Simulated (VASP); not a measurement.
# AlN (Fm-3m) in VASP: notebook

Runs on AlN. Level: PBE. Tasks: single point, relaxation of cell and atoms.

Everything below comes from runs of VASP 6.6.1. Logs are shortened: lines on timing, memory, paths and dates and some standing lists are left out, and cuts for length are marked.

**1. The cell of the first run**

Symmetry: Fm-3m, No. 225, cubic system. The conventional cell has a = 4.070 Å, b = 4.070 Å, c = 4.070 Å, α = 90.00°, β = 90.00°, γ = 90.00°. Al (site symmetry m-3m) has 6 N at 2.03 Å within 2.7 Å. N (site symmetry m-3m) has 6 Al at 2.03 Å within 2.7 Å.

**2. Single point, PBE**

INCAR

```
  ALGO = Normal
  EDIFF = 1E-6
  ENCUT = 520
  GGA = PE
  ISIF = 2
  ISMEAR = 0
  LASPH = T
  LCHARG = F
  LREAL = F
  LWAVE = F
  NBANDS = 11
  NELM = 80
  PREC = Accurate
  SIGMA = 0.02
```

KPOINTS

```
k-points
0
Gamma
  10 10 10
```

POSCAR

```
AlN
1.0
    0.0000000000      2.0349105802      2.0349105802
    2.0349105802      0.0000000000      2.0349105802
    2.0349105802      2.0349105802      0.0000000000
Al N
1 1
Direct
    0.5000000000      0.5000000000      0.5000000000
    0.0000000000      0.0000000000      0.0000000000
```

Potentials or basis: VASP PAW PBE potentials, release 64 (Al, N).

The run is started by

```
> cat potpaw_PBE.64/Al/POTCAR potpaw_PBE.64/N/POTCAR > POTCAR
> mpirun -np 1 vasp_std > vasp.out
```

OUTCAR:

```text
EDIFF = 1E-6
   ENCUT = 520
   GGA = PE
   ISIF = 2
   ISMEAR = 0
   LASPH = T
   LREAL = F
   NELM = 80
   PREC = Accurate

 ion  position               nearest neighbor table
   1  0.500  0.500  0.500-   2 2.03   2 2.03   2 2.03   2 2.03   2 2.03   2 2.03
   2  0.000  0.000  0.000-   1 2.03   1 2.03   1 2.03   1 2.03   1 2.03   1 2.03

  LATTYP: Found a face centered cubic cell.
 ALAT       =     4.0698211604

  Lattice vectors:

 A1 = (   0.0000000000,   2.0349105802,   2.0349105802)
 A2 = (   2.0349105802,   0.0000000000,   2.0349105802)
 A3 = (   2.0349105802,   2.0349105802,   0.0000000000)

Analysis of symmetry for initial positions (statically):
=====================================================================
 Subroutine PRICEL returns:
 Original cell was already a primitive cell.

 Routine SETGRP: Setting up the symmetry group for a
 face centered cubic supercell.

 Subroutine GETGRP returns: Found 48 space group operations
 (whereof 48 operations were pure point group operations)
 out of a pool of 48 trial point group operations.

The static configuration has the point symmetry O_h .

Analysis of symmetry for dynamics (positions and initial velocities):
=====================================================================
 Subroutine PRICEL returns:
 Original cell was already a primitive cell.

 Routine SETGRP: Setting up the symmetry group for a
 face centered cubic supercell.

 Subroutine GETGRP returns: Found 48 space group operations
 (whereof 48 operations were pure point group operations)
 out of a pool of 48 trial point group operations.

The dynamic configuration has the point symmetry O_h .

 Subroutine INISYM returns: Found 48 space group operations
 (whereof 48 operations are pure point group operations),
 and found     1 'primitive' translations

----------------------------------------------------------------------------------------

                                     Primitive cell

  volume of cell :      16.8526

  direct lattice vectors                    reciprocal lattice vectors
     0.000000000  2.034910580  2.034910580    -0.245711042  0.245711042  0.245711042
     2.034910580  0.000000000  2.034910580     0.245711042 -0.245711042  0.245711042
     2.034910580  2.034910580  0.000000000     0.245711042  0.245711042 -0.245711042

  length of vectors
     2.877798141  2.877798141  2.877798141     0.425584010  0.425584010  0.425584010

  position of ions in fractional coordinates (direct lattice)
     0.500000000  0.500000000  0.500000000
     0.000000000  0.000000000  0.000000000

  ion indices of the primitive-cell ions
   primitive index   ion index
                 1           1
                 2           2

----------------------------------------------------------------------------------------

 KPOINTS: k-points

Automatic generation of k-mesh.
 Grid dimensions read from file:
 generate k-points for:   10   10   10

 Generating k-lattice:

  Cartesian coordinates                     Fractional coordinates (reciprocal lattice)
    -0.024571104  0.024571104  0.024571104     0.100000000  0.000000000  0.000000000
     0.024571104 -0.024571104  0.024571104     0.000000000  0.100000000  0.000000000
     0.024571104  0.024571104 -0.024571104     0.000000000  0.000000000  0.100000000

  Length of vectors
     0.042558401  0.042558401  0.042558401

  Shift w.r.t. Gamma in fractional coordinates (k-lattice)
     0.000000000  0.000000000  0.000000000

 Subroutine IBZKPT returns following result:
 ===========================================

 Found     47 irreducible k-points:

 Following reciprocal coordinates:
            Coordinates               Weight
  0.000000  0.000000  0.000000      1.000000
  0.100000  0.000000  0.000000      8.000000
  0.200000  0.000000  0.000000      8.000000
  0.300000  0.000000  0.000000      8.000000
  0.400000  0.000000  0.000000      8.000000
  0.500000  0.000000  0.000000      4.000000
[... 16 lines left out ...]
  0.300000  0.300000  0.000000      6.000000
  0.400000  0.300000  0.000000     24.000000
 [... further k-points ...]
   k-points           NKPTS =     47   k-points in BZ     NKDIM =     47   number of bands    NBANDS=     11
   number of dos      NEDOS =    301   number of ions     NIONS =      2
   total plane-waves  NPLWV =  13824
   dimension x,y,z NGX =    24 NGY =   24 NGZ =   24
   dimension x,y,z NGXF=    48 NGYF=   48 NGZF=   48
   ions per type =               1   1
   NGX,Y,Z   is equivalent  to a cutoff of  13.86, 13.86, 13.86 a.u.
   NGXF,Y,Z  is equivalent  to a cutoff of  27.73, 27.73, 27.73 a.u.
 SYSTEM =  unknown system
   PREC   = accura    normal or accurate (medium, high low for compatibility)
   ISTART =      0    job   : 0-new  1-cont  2-samecut
   ICHARG =      2    charge: 1-file 2-atom 10-const
   ISPIN  =      1    spin polarized calculation?
   LNONCOLLINEAR =      F non collinear calculations
   LSORBIT =      F    spin-orbit coupling
   LASPH  =      T    aspherical Exc in radial PAW
   ENCUT  =  520.0 eV  38.22 Ry    6.18 a.u.   5.35  5.35  5.35*2*pi/ulx,y,z
   NELM   =     80;   NELMIN=  2; NELMDL= -5     # of ELM steps
   EDIFF  = 0.1E-05   stopping-criterion for ELM
   LREAL  =      F    real-space projection
   EDIFFG = 0.1E-04   stopping-criterion for IOM
   NSW    =      0    number of steps for IOM
   IBRION =     -1    ionic relax: 0-MD 1-quasi-New 2-CG
   NFREE  =      0    steps in history (QN), initial steepest desc. (CG)
   ISIF   =      2    stress and relaxation
   ISYM   =      2    0-nonsym 1-usesym 2-fastsym
   POTIM  = 0.5000    time-step for ionic-motion
   TEBEG  =    0.0;   TEEND  =   0.0 temperature during run
   PSTRESS=    0.0 pullay stress
   NELECT =       8.0000    total number of electrons
   NUPDOWN=      -1.0000    fix difference up-down
   EMIN   =  10.00;   EMAX   =-10.00  energy-range for DOS
   EFERMI =   0.00;   METHOD = LEGACY
   ISMEAR =     0;   SIGMA  =   0.02  broadening in eV -4-tet -1-fermi 0-gaus
   EFERMI_NEDOS =   21; number of points for ismear=-14 and -15
   IALGO  =     38    algorithm
   IMIX   =      4    mixing-type and parameters
     AMIX     =   0.40;   BMIX     =  1.00
     AMIX_MAG =   1.60;   BMIX_MAG =  1.00
  volume/ion in A,a.u.               =       8.43        56.86
  Fermi-wavevector in a.u.,A,eV,Ry     =   1.277074  2.413320 22.189997  1.630919
  Thomas-Fermi vector in A             =   2.409694
   LORBIT       =      0    0 simple, 1 ext, 2 COOP (PROOUT), +10 PAW based schemes
   GGA     = PE    functional components
   LHFCALC =     F    Hartree Fock is set to
   AEXX    =    0.0000 exact exchange contribution
   IVDW    =     0    specifies the selected vdW correction
   LEPSILON=     F    determine dielectric tensor
   LRPA    =     F    only Hartree local field effects (RPA)
 non-spin polarized calculation
 Gauss-broadening in eV      SIGMA  =   0.02
  energy-cutoff  :      520.00
  volume of cell :       16.85
 maximum number of plane-waves:       469
 NGX is ok and might be reduce to    24
   NGX = 11   NGY = 11   NGZ = 11

 number of electron       8.0000000 magnetization

 Free energy of the ion-electron system (eV)
  ---------------------------------------------------
  ext. energy  EPLUGINS =         0.00000000
  ---------------------------------------------------
  free energy    TOTEN  =       -14.54591535 eV

  energy without entropy =      -14.54591535  energy(sigma->0) =      -14.54591535

 E-fermi :   9.8742     XC(G=0): -12.1937

 val. band max:        9.7104767249   @ k =   0.0000   0.0000   0.0000
 cond. band min:      14.1286022530   @ k =   0.5000   0.5000   0.0000
 fundamental gap:      4.4181255281
 Fermi energy:         9.8741519636

 k-point     1 :       0.0000    0.0000    0.0000
  band No.  band energies     occupation
      1      -7.6650      2.00000
      2       9.7105      2.00000
      3       9.7105      2.00000
      4       9.7105      2.00000
      5      15.1086      0.00000
      6      21.8141      0.00000
      7      21.8141      0.00000
      8      21.8141      0.00000
      9      26.9020      0.00000
     10      27.3557      0.00000
     11      27.3557      0.00000

 k-point     2 :       0.1000    0.0000    0.0000
  band No.  band energies     occupation
      1      -7.4638      2.00000
      2       8.6930      2.00000
      3       9.5926      2.00000
      4       9.5926      2.00000
      5      15.7496      0.00000
      6      20.9096      0.00000
      7      22.1018      0.00000
      8      22.1018      0.00000
      9      25.7256      0.00000
     10      25.7256      0.00000
     11      27.6988      0.00000

 k-point     3 :       0.2000    0.0000    0.0000
  band No.  band energies     occupation
      1      -6.8786      2.00000
      2       6.5739      2.00000
      3       9.3062      2.00000
      4       9.3062      2.00000
      5      16.4427      0.00000
      6      20.3600      0.00000
      7      22.2314      0.00000
      8      22.2314      0.00000
      9      25.1712      0.00000
     10      25.1712      0.00000
     11      27.0087      0.00000

 k-point     4 :       0.3000    0.0000    0.0000
  band No.  band energies     occupation
      1      -5.9833      2.00000
      2       4.2827      2.00000
      3       8.9884      2.00000
      4       8.9884      2.00000
      5      16.2351      0.00000
      6      21.2246      0.00000
      7      21.4652      0.00000
      8      21.4652      0.00000
      9      26.2019      0.00000
     10      26.6659      0.00000
     11      26.6659      0.00000

 k-point     5 :       0.4000    0.0000    0.0000
  band No.  band energies     occupation
      1      -4.9930      2.00000
      2       2.3645      2.00000
      3       8.7546      2.00000
      4       8.7546      2.00000
      5      15.8635      0.00000
      6      20.7921      0.00000
      7      20.7921      0.00000
      8      22.3007      0.00000
      9      25.7061      0.00000
     10      28.8619      0.00000
     11      28.8619      0.00000
[... 211 lines left out ...]
 k-point    21 :      -0.3000    0.2000    0.0000
  band No.  band energies     occupation
      1      -4.7859      2.00000
      2       3.4285      2.00000
      3       6.1191      2.00000
      4       8.6216      2.00000
      5      17.7902      0.00000
      6      19.4398      0.00000
      7      20.9621      0.00000
      8      21.8488      0.00000
      9      26.6097      0.00000
     10      28.7319      0.00000
     11      30.2226      0.00000

 k-point    22 :      -0.2000    0.2000    0.0000
  band No.  band energies     occupation
      1      -5.6939      2.00000
      2       4.8043      2.00000
      3       6.8347      2.00000
      4       9.0538      2.00000
      5      18.1724      0.00000
      6      19.6348      0.00000
      7      20.3276      0.00000
      8      22.0557      0.00000
      9      24.6460      0.00000
     10      28.6377      0.00000
     11      29.9162      0.00000

 k-point    23 :       0.3000    0.3000    0.0000
  band No.  band energies     occupation
      1      -5.4561      2.00000
      2       4.9512      2.00000
      3       7.7273      2.00000
      4       7.7273      2.00000
      5      16.3807      0.00000
      6      16.4285      0.00000
      7      21.2437      0.00000
      8      25.1170      0.00000
      9      25.1170      0.00000
     10      30.0687      0.00000
     11      33.5327      0.00000

 k-point    24 :       0.4000    0.3000    0.0000
  band No.  band energies     occupation
      1      -4.7183      2.00000
      2       3.9412      2.00000
      3       6.9675      2.00000
      4       7.4746      2.00000
      5      15.7192      0.00000
      6      16.5812      0.00000
      7      21.6983      0.00000
      8      25.0724      0.00000
      9      25.8108      0.00000
     10      31.3268      0.00000
     11      34.2122      0.00000

 [... further k-points ...]
[... 5 lines left out ...]
  --------------------------------------------------------------------------------------
  -------------------------------------------------------------------------------------
  Total       -0.0145157     -0.0145157     -0.0145157      0.0000000      0.0000000      0.0000000
  in kB       -1.3800133     -1.3800133     -1.3800133      0.0000000      0.0000000      0.0000000
  external PRESSURE =      -1.3800133 kB  Pullay stress =       0.0000000 kB

 VOLUME and BASIS-vectors are now :
 -----------------------------------------------------------------------------
  energy-cutoff  :      520.00
  volume of cell :       16.85
      direct lattice vectors                 reciprocal lattice vectors
     0.000000000  2.034910580  2.034910580    -0.245711042  0.245711042  0.245711042
     2.034910580  0.000000000  2.034910580     0.245711042 -0.245711042  0.245711042
     2.034910580  2.034910580  0.000000000     0.245711042  0.245711042 -0.245711042

 POSITION                                       TOTAL-FORCE (eV/Angst)
 -----------------------------------------------------------------------------------
      2.03491      2.03491      2.03491        -0.000000      0.000000     -0.000000
      0.00000      0.00000      0.00000         0.000000     -0.000000      0.000000
 -----------------------------------------------------------------------------------
    total drift:                                0.000000     -0.000000     -0.000000

  FREE ENERGIE OF THE ION-ELECTRON SYSTEM (eV)
  ---------------------------------------------------
  free  energy   TOTEN  =       -14.5459153543 eV

  energy  without entropy=      -14.5459153543  energy(sigma->0) =      -14.54591535
```

Wall time 5 s (1 thread of AMD EPYC 9R45 (Zen 5), shared host); peak memory 0.1 GiB.

What came out:

```yaml
Free_energy: -14.5459 eV
Pressure: -0.1 GPa
Band_gap_on_the_k_mesh: 4.42 eV, indirect (least direct gap 5.40 eV)
```

Levels at points of the mesh, in eV from the valence-band top:
| k point | band 1 | band 2 | band 3 | band 4 | band 5 | band 6 | band 7 | band 8 | band 9 |
| --- | --- | --- | --- | --- | --- | --- | --- | --- | --- |
| (0.00, 0.00, 0.00) | -17.38 | 0.00 | 0.00 | 0.00 | 5.40 | 12.10 | 12.10 | 12.10 | 17.19 |
| (0.50, 0.00, 0.00) | -14.19 | -8.18 | -1.04 | -1.04 | 6.01 | 10.84 | 10.84 | 13.00 | 15.89 |
| (0.50, 0.50, 0.00) | -13.24 | -7.25 | -2.75 | -2.75 | 4.42 | 5.34 | 13.81 | 16.94 | 16.94 |

**3. Single point, PBE**

INCAR

```
SYSTEM = AlN
  PREC = Accurate
  ENCUT = 520
  EDIFF = 1E-7
  ISMEAR = 0
  SIGMA = 0.05
  LREAL = .False.
  LASPH = .True.
  NELM = 80
  ALGO = Normal
  ISIF = 2
  LWAVE = .False.
  LCHARG = .False.
  GGA = PE
  NBANDS = 11
```

KPOINTS

```
regular mesh
0
Gamma
  10 10 10
  0 0 0
```

POSCAR is that of step 2.

Potentials or basis: VASP PAW PBE potentials, release 64 (Al, N).

The run is started by

```
> cat potpaw_PBE.64/Al/POTCAR potpaw_PBE.64/N/POTCAR > POTCAR
> mpirun -np 1 vasp_std > vasp.out
```

Run time: 5.4 s. Hardware: 1 thread of AMD EPYC 9R45 (Zen 5), shared host; peak memory 0.1 GiB.

Results (log left out):

| Property | Result |
| --- | --- |
| Free energy | -14.5459 eV |
| Pressure | -0.1 GPa |
| Band gap on the k mesh | 4.42 eV, indirect (least direct gap 5.40 eV) |

Levels at points of the mesh, in eV from the valence-band top:
| k point | band 1 | band 2 | band 3 | band 4 | band 5 | band 6 | band 7 | band 8 |
| --- | --- | --- | --- | --- | --- | --- | --- | --- |
| (0.00, 0.00, 0.00) | -17.38 | 0.00 | 0.00 | 0.00 | 5.40 | 12.10 | 12.10 | 12.10 |
| (0.50, 0.00, 0.00) | -14.19 | -8.18 | -1.04 | -1.04 | 6.01 | 10.84 | 10.84 | 13.00 |
| (0.50, 0.50, 0.00) | -13.24 | -7.25 | -2.75 | -2.75 | 4.42 | 5.34 | 13.81 | 16.94 |

A k mesh can miss the band edges. As with any semilocal functional, this PBE gap is likely too small.

**4. Relaxation of cell and atoms, PBE**

INCAR

```
SYSTEM = AlN
ALGO = Normal ; EDIFF = 1E-7
EDIFFG = -0.005 ; ENCUT = 600
GGA = PE ; IBRION = 2
ISIF = 3 ; ISMEAR = 0
LASPH = .True. ; LCHARG = .False.
LREAL = .False. ; LWAVE = .False.
NELM = 60 ; NSW = 100
PREC = Accurate ; SIGMA = 0.02
```

KPOINTS

```
k-points
0
Gamma
  10 10 10
  0 0 0
```

POSCAR

```
AlN
1.0
    0.0000000000      2.0345180000      2.0345180000
    2.0345180000      0.0000000000      2.0345180000
    2.0345180000      2.0345180000      0.0000000000
Al N
1 1
Direct
    0.5000000000      0.5000000000      0.5000000000
    0.0000000000      0.0000000000      0.0000000000
```

The run is started by

```
> cat potpaw_PBE.64/Al/POTCAR potpaw_PBE.64/N/POTCAR > POTCAR
> mpirun -np 1 vasp_std > vasp.out
```

It took 7.2 s on 1 thread of AMD EPYC 9R45 (Zen 5), shared host; peak memory 0.1 GiB.

Results (log left out):

- Free energy: -14.5477 eV
- Relaxed volume: 8.42 Å³/atom
- Relaxed cell: a = 2.877 Å, b = 2.877 Å, c = 2.877 Å, α = 60.00°, β = 60.00°, γ = 60.00°
- Space group after relaxing (to 0.05 Å): Fm-3m (No. 225)
- Energy gained by relaxing: 0.0 meV/atom
- Ionic steps: 3
- Pressure after relaxing: 0.0 GPa
- Band gap on the k mesh: 4.43 eV, indirect (least direct gap 5.42 eV)

Final structure:
```
CELL_PARAMETERS angstrom
0.00000 2.03411 2.03411
2.03411 0.00000 2.03411
2.03411 2.03411 0.00000
ATOMIC_POSITIONS crystal
Al 0.50000 0.50000 0.50000
N 0.00000 0.00000 0.00000
```

Levels at points of the mesh, in eV from the valence-band top:
```tsv
k point	band 2	band 3	band 4	band 5	band 6	band 7
(0.00, 0.00, 0.00)	0.00	0.00	0.00	5.42	12.11	12.11
(0.50, 0.00, 0.00)	-8.19	-1.04	-1.04	6.02	10.85	10.85
(0.50, 0.50, 0.00)	-7.26	-2.75	-2.75	4.43	5.33	13.83
```

**5. Summary**

| task | cell | cutoff (eV) | smearing | gap on the mesh (eV) | pressure (GPa) |
| --- | --- | --- | --- | --- | --- |
| single point | a = 2.878 Å, angles 60.0°, 2 atoms | 520 | gaussian 0.02 eV | 4.42 | -0.1 |
| single point | a = 2.878 Å, angles 60.0°, 2 atoms | 520 | gaussian 0.05 eV | 4.42 | -0.1 |
| relaxation of cell and atoms | relaxed from a = 2.877 Å, angles 60.0°, 2 atoms | 600 | gaussian 0.02 eV | 4.43 | 0.0 |

Alike in all rows: level PBE; potentials or basis VASP PAW PBE potentials, release 64 (Al, N); no spin polarisation; k mesh 10 × 10 × 10.

Absolute energies hang on the potentials; compare differences alone.
